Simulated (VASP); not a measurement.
Here is a VASP 6.6.1 calculation.

Contents of INCAR:

```
SYSTEM = CoSi
ALGO = Normal ; EDIFF = 1E-6
ENCUT = 520 ; GGA = PE
ISIF = 2 ; ISMEAR = 0
LASPH = .TRUE. ; LCHARG = .TRUE.
LELF = .TRUE. ; LREAL = .FALSE.
LVHAR = .TRUE. ; LWAVE = .FALSE.
NBANDS = 36 ; NELM = 60
PREC = Accurate ; SIGMA = 0.15
```

KPOINTS

```
k-points
0
G
  10 10 10
  0 0 0
```

Contents of POSCAR:

```
CoSi
1.0
    4.4308490675      0.0000000000      0.0000000000
    0.0000000000      4.4308490675      0.0000000000
    0.0000000000      0.0000000000      4.4308490675
Co Si
4 4
Direct
    0.1319886722      0.1319886722      0.1319886722
    0.3504724613      0.8586036665      0.6571631045
    0.6571631045      0.3504724613      0.8586036665
    0.8586036665      0.6571631045      0.3504724613
    0.8390487398      0.8390487398      0.8390487398
    0.6546884011      0.1608514490      0.3491299520
    0.3491299520      0.6546884011      0.1608514490
    0.1608514490      0.3491299520      0.6546884011
```

Potentials or basis: VASP PAW PBE potentials, release 64 (Co, Si).

The run is started by

```sh
$ cat potpaw_PBE.64/Co/POTCAR potpaw_PBE.64/Si/POTCAR > POTCAR
$ mpirun -np 1 vasp_std > vasp.out
```

(1) Estimate the pressure.

(2) Predict the band gap on the k mesh.

Answers

(1) 0.7 GPa.

(2) zero (bands 26 and 27 overlap by 0.18 eV).

Caveat: the cell differs from its parent crystal (atoms displaced along a vibrational mode); forces of over 1 eV/Å act on the atoms, so gaps and moduli don't describe the material at rest.
